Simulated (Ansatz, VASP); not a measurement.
La3Si2F in VASP and in Ansatz

File INCAR:

```
ALGO     = Normal         # electronic algorithm
EDIFF    = 1E-6           # SCF threshold, eV
EDIFFG   = -0.04          # ionic threshold
ENCUT    = 600            # plane-wave cutoff, eV
GGA      = PE             # functional
IBRION   = 2              # ionic algorithm
ISIF     = 3              # what is computed and relaxed
ISMEAR   = 0              # smearing method
LASPH    = True           # aspherical terms in the spheres
LCHARG   = False          # write CHGCAR
LREAL    = False          # projectors in reciprocal space
LWAVE    = False          # write WAVECAR
NELM     = 100            # most SCF steps
NSW      = 90             # ionic steps
PREC     = Accurate       # precision mode
SIGMA    = 0.1            # smearing width, eV
```

KPOINTS

```
k-points
0
Gamma
  3 3 4
```

Contents of POSCAR:

```
La3Si2F
1.0
    5.9144555600      0.0000000000      0.0000000000
   -2.9572277800      5.1220687600      0.0000000000
    0.0000000000      0.0000000000      4.5708082200
La Si F
3 2 1
Direct
    0.5000000000      0.0000000000      0.5000000000
    0.5000000000      0.5000000000      0.5000000000
    0.0000000000      0.5000000000      0.5000000000
    0.3333333300      0.6666666700      0.0000000000
    0.6666666700      0.3333333300      0.0000000000
    0.0000000000      0.0000000000      0.0000000000
```

Input for Ansatz:

```yaml
crystal:
  lattice:
    - [5.91445556, 0.0, 0.0]
    - [-2.95722778, 5.12206876, 0.0]
    - [0.0, 0.0, 4.57080822]
  atoms:
    - { symbol: La, position: [0.5, 0.0, 0.5] }
    - { symbol: La, position: [0.5, 0.5, 0.5] }
    - { symbol: La, position: [0.0, 0.5, 0.5] }
    - { symbol: Si, position: [0.33333333, 0.66666667, 0.0] }
    - { symbol: Si, position: [0.66666667, 0.33333333, 0.0] }
    - { symbol: F, position: [0.0, 0.0, 0.0] }
basis:
  ecutwfc: 420
kpoints:
  mp_grid: { grid: [3, 3, 4] }
hamiltonian:
  xc: pbe
scf:
  occupations: { method: gaussian, width: 0.1 }
  lower_state_search: "off"
output:
  forces: true
  stress: true
  eigenvalues: true
relax:
  adjacent_minimum: "off"
  f_tol: 0.04
  max_steps: 70
  cell: { stress_tol: 0.4 }
```

Change from the starting cell: species swapped into the SmAl3Pd2 type (P6/mmm, No. 191).

Alike in both runs: task relaxation of cell and atoms; functional PBE; k mesh 3 × 3 × 4; occupations gaussian, width 0.1 eV; no spin polarisation.

|  | VASP | Ansatz |
| --- | --- | --- |
| version | VASP 6.6.1 | Ansatz 0.2.0 |
| potentials or method | VASP PAW PBE potentials, release 64 (La, Si, F), cutoff 600 eV | scalar-relativistic, plane waves, PAW |
| valence electrons in the cell | 48 | 48 |

|  | VASP | Ansatz | Ansatz less VASP |
| --- | --- | --- | --- |
| gap on the k mesh at the Fermi level, each at its own relaxed structure (eV) | none | none | - |
| relaxed volume (Å³/atom) | 34.55 | 35.78 | +1.237 |
| relaxed cell length with the largest relative difference (Å) | 7.699 | 7.878 | +0.1789 |

A gap of «none» marks a metal or a gap that the smearing closes.

The k mesh is coarse, so the values compare programs but aren't converged. Neither program's run includes spin-orbit coupling. Noted on VASP's run: the volume moved by over 15 % at a fixed basis, so the end points are rough.
